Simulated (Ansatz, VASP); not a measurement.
**One calculation of BaS, two programs**

```
CELL_PARAMETERS angstrom
0.00000 3.25639 3.25639
3.25639 0.00000 3.25639
3.25639 3.25639 0.00000
ATOMIC_POSITIONS crystal
Ba 0.00000 0.00000 0.00000
S 0.50000 0.50000 0.50000
```

Alike in both runs: task single point; functional r2SCAN; k mesh 7 × 7 × 7; occupations fermi-dirac, width 0.05 eV; no spin polarisation.

```csv
,VASP,Ansatz
version,VASP 6.6.1,Ansatz 0.2.0
potentials or method,"VASP PAW PBE potentials, release 64 (Ba_sv, S)",Ansatz PAW
plane-wave cutoff (eV),520,500
valence electrons in the cell,16,16
```

VASP gave:

```
gap on the k mesh at the Fermi level (eV) : 2.61
least direct gap on the mesh (eV)         : 2.78
pressure (GPa)                            : -1.2
```

Question: What did Ansatz give for the same quantities?

Answer: gap on the k mesh at the Fermi level (eV): 2.69; least direct gap on the mesh (eV): 2.83; pressure (GPa): -1.7.

VASP's potentials were made for PBE, not for r2SCAN.

Neither program's run includes spin-orbit coupling. Noted on Ansatz's run: odd divisions of the mesh miss points on the zone boundary, where band edges often lie, so the gap on the mesh can be too wide.
